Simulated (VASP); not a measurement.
# Sr4Al8Ge8H (a cell with a defect) in VASP: a series of runs, part 2 of 2

VASP 6.6.1. The steps go on from the part before.

## (3) Single point, PBEsol

Contents of INCAR:

```
PREC = Accurate
ENCUT = 520
EDIFF = 1E-6
ISMEAR = 0
SIGMA = 0.1
LREAL = Auto
LASPH = T
NELM = 60
ALGO = Normal
ISIF = 2
LWAVE = F
LCHARG = F
GGA = PS
NBANDS = 104
```

Contents of KPOINTS:

```
regular mesh
0
Gamma
  2 2 2
```

Contents of POSCAR:

```
Sr4Al8Ge8H
1.0
   -4.2279640000     -7.3230480000      0.0000000000
    6.3419450000     -3.6615240000      0.0000000000
    0.0000000000      0.0000000000      7.4707450000
Sr Al Ge H
4 8 8 1
Direct
    0.7447801566      0.5004883660      0.0010183723
    0.4995742508      0.0005693754      0.0016212573
    0.2492320580      0.5015408000     -0.0003939366
   -0.0001192945     -0.0004234305     -0.0047466484
    0.4999018912      0.6656423542      0.3771919668
    0.5030004700      0.3430791152      0.6256657134
    0.2440271785      0.1607806636      0.3816137480
    0.2268091211      0.8502451218      0.6161864714
    0.0006387297      0.6686602495      0.3781157033
    0.0014861762      0.3157984655      0.6197232003
    0.7498925392      0.1641267245      0.3785847328
    0.7474303555      0.8349139949      0.6233024953
    0.4904970391      0.6788068681      0.7229340581
    0.4971568037      0.3295919577      0.2766459035
    0.2597496396      0.1750781700      0.7322975152
    0.2517579486      0.8308672723      0.2689081209
   -0.0067232443      0.6563214227      0.7258668312
   -0.0018330815      0.3331114977      0.2716731732
    0.7463832933      0.1679629348      0.7289819155
    0.7510385255      0.8328124650      0.2730419791
    1.0388264133     -0.0064876505      0.5450054847
```

Potentials or basis: VASP PAW PBE potentials, release 64 (Sr_sv, Al, Ge_d, H).

Launch:

```
cat potpaw_PBE.64/Sr_sv/POTCAR potpaw_PBE.64/Al/POTCAR potpaw_PBE.64/Ge_d/POTCAR potpaw_PBE.64/H/POTCAR > POTCAR
mpirun -np 1 vasp_std > vasp.out
```

OUTCAR:

```text
PREC = Accurate
   ENCUT = 520
   EDIFF = 1E-6
   ISMEAR = 0
   LREAL = Auto
   LASPH = T
   NELM = 60
   ISIF = 2
   GGA = PS

 ion  position               nearest neighbor table
   1  0.745  0.500  0.001-  17 3.15  20 3.17  19 3.17  18 3.19  14 3.19  13 3.26   6 3.66   5 3.69
                            12 3.74  11 3.75   9 3.76  10 3.83   3 4.19   2 4.21   2 4.21   4 4.24
   2  0.500  0.001  0.002-  15 3.13  13 3.15  16 3.15  19 3.16  14 3.17  20 3.18  11 3.72  12 3.72
                             5 3.73   7 3.76   6 3.77   8 3.85   1 4.21   1 4.21   3 4.22   4 4.23
[... 1076 lines left out ...]
  in kB       -8.7349013      4.9072968    -21.1115779      4.4423425      0.5575754      2.3927130
  external PRESSURE =      -8.3130608 kB  Pullay stress =       0.0000000 kB

 VOLUME and BASIS-vectors are now :
 -----------------------------------------------------------------------------
  energy-cutoff  :      520.00
  volume of cell :      462.61
      direct lattice vectors                 reciprocal lattice vectors
    -4.227964000 -7.323048000  0.000000000    -0.059130123 -0.102416367  0.000000000
     6.341945000 -3.661524000  0.000000000     0.118260245 -0.068277589  0.000000000
     0.000000000  0.000000000  7.470745000     0.000000000  0.000000000  0.133855459

 POSITION                                       TOTAL-FORCE (eV/Angst)
 -----------------------------------------------------------------------------------
      0.02517     -7.28661      0.00761        -0.001105     -0.000695     -0.004712
     -2.10857     -3.66049      0.01211         0.003748     -0.000145     -0.000569
      2.12700     -3.66154      7.46780         0.002661     -0.000264     -0.009905
      2.11180    -10.98215      7.43528        -0.000154      0.002256     -0.010355
      2.10790     -6.09807      2.81791         0.009214      0.003721      0.001823
      0.04912     -4.93969      4.67419         0.003882     -0.002639     -0.001997
[... 13 lines left out ...]
      2.10629     -8.54925      2.03983        -0.001857     -0.006623      0.006760
      6.13664     -3.92210      4.07160         0.008345      0.021017      0.105827
 -----------------------------------------------------------------------------------
    total drift:                                0.003179      0.001688     -0.000556

  FREE ENERGIE OF THE ION-ELECTRON SYSTEM (eV)
  ---------------------------------------------------
  free  energy   TOTEN  =       -89.8588202178 eV

  energy  without entropy=      -89.8349563232  energy(sigma->0) =      -89.84688827
```

stdout:

```text
POSCAR found type information on POSCAR SrAlGeH
 POSCAR found :  4 types and      21 ions
 scaLAPACK will be used
 -----------------------------------------------------------------------------
|                                                                             |
|                                                                             |
|     You enforced a specific xc type in the INCAR file but a different       |
|     I HOPE YOU KNOW WHAT YOU ARE DOING!                                     |
|                                                                             |
 -----------------------------------------------------------------------------

 LDA part: xc-table for (Slater+PW92), standard interpolation
 POSCAR, INCAR and KPOINTS ok, starting setup
 FFT: planning ... GRIDC
 FFT: planning ... GRID_SOFT
 FFT: planning ... GRID
 WAVECAR not read
 entering main loop
```

Wall time 13 min (1 thread of Intel Xeon Platinum 8488C (Sapphire Rapids), shared host); peak memory 0.58 GiB.

What came out:

```
Free energy            : -89.8588 eV
Pressure               : -0.8 GPa
Largest force          : 0.108 eV/Å
Band gap on the k mesh : zero (an odd number of electrons rules out a gap without spin polarisation)
```

Forces in eV/Å, atoms in the order of the input:
```
Sr  -0.001 -0.001 -0.005
Sr   0.004  0.000 -0.001
Sr   0.003  0.000 -0.010
Sr   0.000  0.002 -0.010
Al   0.009  0.004  0.002
Al   0.004 -0.003 -0.002
Al   0.003 -0.041 -0.016
Al   0.010  0.002  0.000
Al  -0.013  0.012 -0.011
Al  -0.017  0.014 -0.005
Al  -0.001 -0.002 -0.001
Al   0.005 -0.002 -0.003
Ge   0.008 -0.005 -0.014
Ge   0.008 -0.018  0.005
Ge  -0.009 -0.022 -0.019
Ge   0.019  0.010  0.013
Ge  -0.022  0.016 -0.020
Ge  -0.022  0.005  0.001
Ge   0.008  0.015 -0.017
Ge  -0.002 -0.007  0.007
H    0.008  0.021  0.106
```

Stress tensor (GPa, compression positive):
```
-0.87  0.44  0.24
 0.44  0.49  0.06
 0.24  0.06 -2.11
```

Levels at points of the mesh, in eV from the Fermi level:
| k point | band 85 | band 86 | band 87 | band 88 | band 89 | band 90 | band 91 | band 92 | band 93 | band 94 |
| --- | --- | --- | --- | --- | --- | --- | --- | --- | --- | --- |
| (0.00, 0.00, 0.00) | -0.98 | -0.67 | -0.05 | 0.48 | 0.52 | 0.70 | 0.90 | 1.37 | 2.13 | 2.22 |
| (0.50, 0.00, 0.00) | -0.77 | -0.63 | -0.13 | -0.11 | 0.02 | 1.60 | 1.67 | 1.91 | 1.96 | 2.15 |
| (0.00, 0.50, 0.00) | -0.99 | -0.60 | -0.55 | -0.47 | -0.37 | 0.10 | 0.54 | 0.77 | 1.62 | 2.19 |
| (0.50, 0.50, 0.00) | -0.85 | -0.73 | -0.71 | -0.69 | -0.16 | 1.31 | 1.43 | 1.47 | 2.02 | 2.38 |
| (0.00, 0.00, 0.50) | -0.76 | -0.69 | -0.50 | -0.14 | -0.10 | 0.36 | 0.69 | 1.26 | 1.33 | 1.48 |
| (0.50, 0.00, 0.50) | -1.36 | -1.32 | -0.63 | -0.55 | 0.14 | 1.43 | 1.52 | 1.61 | 1.68 | 1.71 |
| (0.00, 0.50, 0.50) | -0.74 | -0.60 | -0.58 | -0.36 | -0.25 | 0.63 | 0.68 | 0.71 | 0.96 | 1.03 |
| (0.50, 0.50, 0.50) | -1.06 | -1.05 | -1.00 | -0.95 | -0.31 | 1.29 | 1.35 | 1.38 | 1.43 | 1.77 |

Caveat: the k points lie up to 0.43 Å⁻¹ apart, too coarse for converged energies and pressures of a metal; the PAW data sets were made with another functional, which shifts forces and pressure a little.

## (4) Single point, PBEsol

Contents of INCAR:

```
SYSTEM = Sr4Al8Ge8H
PREC = Accurate ; ENCUT = 520
EDIFF = 1E-7 ; ISMEAR = 0
SIGMA = 0.1 ; LREAL = Auto
LASPH = .TRUE. ; NELM = 80
ALGO = Normal ; ISIF = 2
LWAVE = .FALSE. ; LCHARG = .FALSE.
GGA = PS ; NBANDS = 104
```

Contents of KPOINTS:

```
regular mesh
0
G
  2 2 2
  0 0 0
```

Contents of POSCAR:

```
Sr4Al8Ge8H
1.0
   -4.2279640000     -7.3230480000      0.0000000000
    6.3419450000     -3.6615240000      0.0000000000
    0.0000000000      0.0000000000      7.4707450000
Sr Al Ge H
4 8 8 1
Direct
    0.7484002697      0.4979980744     -0.0015815022
    0.4991645917     -0.0020828116      0.0037095363
    0.2488458480      0.4986923234     -0.0014290409
   -0.0005445001     -0.0020681552     -0.0123334420
    0.4983486895      0.6668014810      0.3774750711
    0.5017312974      0.3452189924      0.6210788884
    0.2518510176      0.1650711313      0.3763563072
    0.2440563628      0.8356019353      0.6219027687
   -0.0013696984      0.6587471138      0.3758729551
   -0.0002134563      0.3118171971      0.6210126299
    0.7478355613      0.1639203480      0.3764882887
    0.7502863738      0.8334537398      0.6219522953
    0.4973422399      0.6738382446      0.7273399105
    0.4996707526      0.3345563473      0.2720890621
    0.2601389751      0.1681845588      0.7263167194
    0.2465319941      0.8312933013      0.2737412400
   -0.0020094473      0.6554290725      0.7225446726
   -0.0005554375      0.3265685259      0.2723646705
    0.7406830239      0.1662457117      0.7261451167
    0.7506883506      0.8304408698      0.2733282959
    1.0121772572      0.0450439109      0.6537050856
```

Potentials or basis: VASP PAW PBE potentials, release 64 (Sr_sv, Al, Ge_d, H).

Launch:

```
cat potpaw_PBE.64/Sr_sv/POTCAR potpaw_PBE.64/Al/POTCAR potpaw_PBE.64/Ge_d/POTCAR potpaw_PBE.64/H/POTCAR > POTCAR
mpirun -np 1 vasp_std > vasp.out
```

OUTCAR:

```text
SYSTEM = Sr4Al8Ge8H
   PREC = Accurate
   ENCUT = 520
   EDIFF = 1E-7
   ISMEAR = 0
   LREAL = Auto
   LASPH = .TRUE.
   NELM = 80
   ISIF = 2
   GGA = PS

 ion  position               nearest neighbor table
   1  0.748  0.498  0.998-  17 3.17  14 3.17  19 3.17  20 3.19  13 3.20  18 3.20   6 3.68   9 3.72
                            12 3.73  11 3.74   5 3.74  10 3.79   3 4.22   2 4.22   2 4.23   3 4.23
   2  0.499  0.998  0.004-  13 3.15  15 3.15  19 3.16  20 3.18  14 3.18  16 3.18   7 3.69  11 3.70
                             5 3.70  12 3.75   8 3.77   6 3.83   1 4.22   3 4.22   1 4.23   4 4.23
   3  0.249  0.499  0.999-  15 3.16  17 3.17  14 3.18  16 3.19  13 3.19  18 3.20   6 3.71   9 3.71
                             7 3.73   5 3.74   8 3.74  10 3.78   4 4.22   1 4.22   2 4.22   4 4.23
   4  0.999  0.998  0.988-  21 2.52  19 3.18  17 3.20  15 3.20  18 3.21  16 3.23  20 3.24  10 3.58
                             8 3.63  12 3.65  11 3.80   7 3.81   9 3.82   3 4.22   2 4.23   3 4.23
   5  0.498  0.667  0.377-  14 2.56  16 2.57  20 2.57  13 2.61   6 2.98  12 3.06   8 3.08   2 3.70
                             3 3.74   1 3.74
   6  0.502  0.345  0.621-  19 2.53  13 2.53  15 2.54  14 2.61   5 2.98  11 3.07   7 3.09   1 3.68
                             3 3.71   2 3.83
   7  0.252  0.165  0.376-  14 2.56  18 2.56  16 2.56  15 2.62  10 3.01   8 3.03   6 3.09   2 3.69
                             3 3.73   4 3.81
[... 1056 lines left out ...]
    100       6.8750      0.00000
 [bands above 100 left out]

------------------------ aborting loop because EDIFF is reached ----------------------------------------

  FORCE on cell =-STRESS in cart. coord.  units (eV):
  Direction    XX          YY          ZZ          XY          YZ          ZX
  --------------------------------------------------------------------------------------
  -------------------------------------------------------------------------------------
  Total       -1.2545401      1.6828455     -6.9976926      2.2469534     -0.1546020      0.3130571
  in kB       -4.3448832      5.8282451    -24.2353012      7.7819355     -0.5354375      1.0842193
  external PRESSURE =      -7.5839798 kB  Pullay stress =       0.0000000 kB

 VOLUME and BASIS-vectors are now :
 -----------------------------------------------------------------------------
  energy-cutoff  :      520.00
  volume of cell :      462.61
      direct lattice vectors                 reciprocal lattice vectors
    -4.227964000 -7.323048000  0.000000000    -0.059130123 -0.102416367  0.000000000
     6.341945000 -3.661524000  0.000000000     0.118260245 -0.068277589  0.000000000
     0.000000000  0.000000000  7.470745000     0.000000000  0.000000000  0.133855459

 POSITION                                       TOTAL-FORCE (eV/Angst)
 -----------------------------------------------------------------------------------
     -0.00593     -7.30400      7.45893        -0.005414     -0.002627     -0.007436
      4.21829     -7.30930      0.02771        -0.003652      0.002711     -0.004919
      2.11057     -3.64828      7.46007        -0.004892      0.001244     -0.005037
      2.10317    -10.97301      7.37860        -0.002066      0.002657      0.005434
      2.12182     -6.09094      2.82002        -0.000925      0.003586     -0.002392
      0.06806     -4.93823      4.63992         0.000186      0.004519     -0.005320
[... 13 lines left out ...]
      2.09273     -8.53801      2.04197        -0.002297      0.002224      0.007960
      0.23418     -0.25410      4.88366         0.082631     -0.010670      0.075058
 -----------------------------------------------------------------------------------
    total drift:                               -0.008075      0.007961     -0.000815

  FREE ENERGIE OF THE ION-ELECTRON SYSTEM (eV)
  ---------------------------------------------------
  free  energy   TOTEN  =       -90.0895698054 eV

  energy  without entropy=      -90.0823133474  energy(sigma->0) =      -90.08594158
```

Run time: 19 min. Hardware: 1 thread of Intel Xeon 8259CL, shared host; peak memory 0.61 GiB.

What came out:

```
Free energy            : -90.0896 eV
Pressure               : -0.8 GPa
Largest force          : 0.112 eV/Å
Band gap on the k mesh : zero (an odd number of electrons rules out a gap without spin polarisation)
```

Forces in eV/Å, atoms in the order of the input:
```
Sr  -0.005 -0.003 -0.007
Sr  -0.004  0.003 -0.005
Sr  -0.005  0.001 -0.005
Sr  -0.002  0.003  0.005
Al  -0.001  0.004 -0.002
Al   0.000  0.005 -0.005
Al  -0.007  0.000 -0.008
Al  -0.028 -0.008  0.003
Al  -0.005  0.001 -0.005
Al   0.011 -0.001  0.002
Al  -0.005  0.005 -0.009
Al  -0.006  0.000 -0.009
Ge  -0.017 -0.005 -0.010
Ge   0.001 -0.001  0.003
Ge  -0.006  0.007 -0.020
Ge  -0.002  0.003  0.010
Ge   0.001 -0.009 -0.013
Ge  -0.003  0.002  0.011
Ge   0.002  0.006 -0.018
Ge  -0.002  0.002  0.008
H    0.083 -0.011  0.075
```

Caveat: the k points lie up to 0.43 Å⁻¹ apart, too coarse for converged energies and pressures of a metal; the PAW data sets were made with another functional, which shifts forces and pressure a little.

## (5) Summary

```tsv
cell	gap on the mesh (eV)	pressure (GPa)	largest force (eV/Å)
as given, atomic positions A	none	-0.8	0.26
as given, atomic positions B	none	-0.8	0.11
as given, atomic positions C	none	-0.8	0.11
```

Alike in all rows: task single point; level PBEsol; potentials or basis VASP PAW PBE potentials, release 64 (Sr_sv, Al, Ge_d, H); no spin polarisation; k mesh 2 × 2 × 2; cutoff (eV) 520; smearing gaussian 0.1 eV.

Caveats: all runs use coarse meshes; the PAW data sets were made with another functional, which shifts forces and pressure a little.

Total energies depend on the potentials used, so only differences within one code and one set of settings carry meaning.
